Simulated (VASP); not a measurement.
# AlP (F-43m) in VASP: notebook, part 2 of 2

VASP 6.6.1. The steps go on from the part before.

**6. Single point, PBEsol**

This run uses another cell than the first one, of 18.62 Å³/atom, 1.038 times its volume.

Input file INCAR:

```
SYSTEM = AlP
  PREC = Accurate
  ENCUT = 500
  EDIFF = 1E-6
  ISMEAR = 0
  SIGMA = 0.01
  LREAL = .FALSE.
  LASPH = .TRUE.
  NELM = 120
  ALGO = Normal
  ISIF = 2
  LWAVE = .FALSE.
  LCHARG = .FALSE.
  GGA = PS
  NBANDS = 11
  GGA_COMPAT = .FALSE.
```

Input file KPOINTS:

```
regular mesh
0
G
  8 8 8
  0 0 0
```

Input file POSCAR:

```
AlP
1.0
    2.6503531788      2.6503531788      0.0000000000
   -2.6503531788      2.6503531788      0.0000000000
    0.0000000000      2.6503531788      2.6503531788
Al P
1 1
Direct
    0.0000000000      0.0000000000      0.0000000000
    0.7500000000      0.2500000000      0.5000000000
```

Potentials or basis: VASP PAW PBE potentials, release 64 (Al, P).

Run with:

```bash
$ cat potpaw_PBE.64/Al/POTCAR potpaw_PBE.64/P/POTCAR > POTCAR
$ mpirun -np 1 vasp_std > vasp.out
```

OUTCAR:

```text
SYSTEM = AlP
   PREC = Accurate
   ENCUT = 500
   EDIFF = 1E-6
   ISMEAR = 0
   LREAL = .FALSE.
   LASPH = .TRUE.
   NELM = 120
   ISIF = 2
   GGA = PS

 ion  position               nearest neighbor table
   1  0.000  0.000  0.000-   2 2.30   2 2.30   2 2.30   2 2.30
   2  0.750  0.250  0.500-   1 2.30   1 2.30   1 2.30   1 2.30

  LATTYP: Found a face centered cubic cell.
 ALAT       =     5.3007063576

  Lattice vectors:

 A1 = (   0.0000000000,   2.6503531788,   2.6503531788)
 A2 = (   2.6503531788,   0.0000000000,   2.6503531788)
 A3 = (   2.6503531788,   2.6503531788,   0.0000000000)

Analysis of symmetry for initial positions (statically):
=====================================================================
 Subroutine PRICEL returns:
 Original cell was already a primitive cell.

 Routine SETGRP: Setting up the symmetry group for a
 face centered cubic supercell.

 Subroutine GETGRP returns: Found 24 space group operations
 (whereof 24 operations were pure point group operations)
 out of a pool of 48 trial point group operations.

The static configuration has the point symmetry T_d .

Analysis of symmetry for dynamics (positions and initial velocities):
=====================================================================
 Subroutine PRICEL returns:
 Original cell was already a primitive cell.

 Routine SETGRP: Setting up the symmetry group for a
 face centered cubic supercell.

 Subroutine GETGRP returns: Found 24 space group operations
 (whereof 24 operations were pure point group operations)
 out of a pool of 48 trial point group operations.

The dynamic configuration has the point symmetry T_d .

 Subroutine INISYM returns: Found 24 space group operations
 (whereof 24 operations are pure point group operations),
 and found     1 'primitive' translations

----------------------------------------------------------------------------------------

                                     Primitive cell

  volume of cell :      37.2341

[... 115 lines left out ...]
   AEXX    =    0.0000 exact exchange contribution
   IVDW    =     0    specifies the selected vdW correction
   LEPSILON=     F    determine dielectric tensor
   LRPA    =     F    only Hartree local field effects (RPA)
 non-spin polarized calculation
 Gauss-broadening in eV      SIGMA  =   0.01
  energy-cutoff  :      500.00
  volume of cell :       37.23
 maximum number of plane-waves:       960
   NGX = 13   NGY = 13   NGZ = 13

 number of electron       8.0000000 magnetization

 Free energy of the ion-electron system (eV)
  ---------------------------------------------------
  ext. energy  EPLUGINS =         0.00000000
  ---------------------------------------------------
  free energy    TOTEN  =       -10.88756416 eV

  energy without entropy =      -10.88756416  energy(sigma->0) =      -10.88756416

 E-fermi :   5.4296     XC(G=0):  -9.7100

 val. band max:        5.3847296104   @ k =   0.0000   0.0000   0.0000
 cond. band min:       6.6336982305   @ k =   0.5000   0.5000   0.0000
 fundamental gap:      1.2489686201
 Fermi energy:         5.4295501296

 k-point     1 :       0.0000    0.0000    0.0000
  band No.  band energies     occupation
      1      -6.6796      2.00000
      2       5.3847      2.00000
      3       5.3847      2.00000
      4       5.3847      2.00000
      5       9.3488      0.00000
      6      10.0169      0.00000
      7      10.0169      0.00000
      8      10.0169      0.00000
      9      14.2856      0.00000
     10      14.2856      0.00000
     11      16.1323      0.00000
[... 309 lines left out ...]
 k-point    24 :       0.5000    0.2500    0.1250
  band No.  band energies     occupation
      1      -4.3916      2.00000
      2      -0.1827      2.00000
      3       2.5483      2.00000
      4       3.7331      2.00000
      5       9.2996      0.00000
      6       9.9948      0.00000
      7      12.4948      0.00000
      8      13.3621      0.00000
      9      14.7364      0.00000
     10      17.1374      0.00000
     11      18.7293      0.00000

 [... further k-points ...]

------------------------ aborting loop because EDIFF is reached ----------------------------------------

  FORCE on cell =-STRESS in cart. coord.  units (eV):
  Direction    XX          YY          ZZ          XY          YZ          ZX
  --------------------------------------------------------------------------------------
  -------------------------------------------------------------------------------------
  Total        2.3301388      2.3301388      2.3301388      0.0000000     -0.0000000      0.0000000
  in kB      100.2654085    100.2654085    100.2654085      0.0000000     -0.0000000      0.0000000
  external PRESSURE =     100.2654085 kB  Pullay stress =       0.0000000 kB

 VOLUME and BASIS-vectors are now :
 -----------------------------------------------------------------------------
  energy-cutoff  :      500.00
  volume of cell :       37.23
      direct lattice vectors                 reciprocal lattice vectors
     2.650353179  2.650353179  0.000000000     0.188654102  0.188654102 -0.188654102
    -2.650353179  2.650353179  0.000000000    -0.188654102  0.188654102 -0.188654102
     0.000000000  2.650353179  2.650353179     0.000000000  0.000000000  0.377308205

 POSITION                                       TOTAL-FORCE (eV/Angst)
 -----------------------------------------------------------------------------------
      0.00000      0.00000      0.00000        -0.000000     -0.000000      0.000000
      1.32518      3.97553      1.32518         0.000000      0.000000     -0.000000
 -----------------------------------------------------------------------------------
    total drift:                               -0.000000      0.000000      0.000000

  FREE ENERGIE OF THE ION-ELECTRON SYSTEM (eV)
  ---------------------------------------------------
  free  energy   TOTEN  =       -10.8875641649 eV

  energy  without entropy=      -10.8875641649  energy(sigma->0) =      -10.88756416
```

It took 7.5 s on 1 thread of Intel Xeon 6975P-C, shared host; peak memory 0.15 GiB.

Results:

- Free energy: -10.8876 eV
- Pressure: 10.0 GPa
- Band gap on the k mesh: 1.25 eV, indirect (least direct gap 3.56 eV)

Levels at points of the mesh, in eV from the valence-band top:
```csv
k point,band 1,band 2,band 3,band 4,band 5,band 6,band 7,band 8,band 9
"(0.00, 0.00, 0.00)",-12.06,0.00,0.00,0.00,3.96,4.63,4.63,4.63,8.90
"(0.50, 0.00, 0.00)",-10.14,-6.00,-0.82,-0.82,3.06,4.76,4.76,8.31,11.80
"(0.50, 0.50, 0.00)",-9.37,-5.66,-2.31,-2.31,1.25,2.32,11.74,11.74,12.46
```

Caveat: the PAW data sets were made with another functional, which shifts forces and pressure a little. A k mesh can miss the band edges.

**7. The runs side by side**

```tsv
cell	gap on the mesh (eV)	pressure (GPa)
a = 3.702 Å, angles 60.0, 60.0, 90.0°, 2 atoms	1.16	15.1
a = 3.814 Å, angles 60.0, 60.0, 90.0°, 2 atoms	1.36	4.1
a = 3.779 Å, angles 60.0, 60.0, 90.0°, 2 atoms	1.31	7.0
a = 3.748 Å, angles 60.0, 60.0, 90.0°, 2 atoms	1.25	10.0
```

Alike in all rows: task single point; level PBEsol; potentials or basis VASP PAW PBE potentials, release 64 (Al, P); no spin polarisation; k mesh 8 × 8 × 8; cutoff (eV) 500; smearing gaussian 0.01 eV.

Caveats: the PAW data sets were made with another functional, which shifts forces and pressure a little.

Total energies depend on the potentials used, so only differences within one code and one set of settings carry meaning.
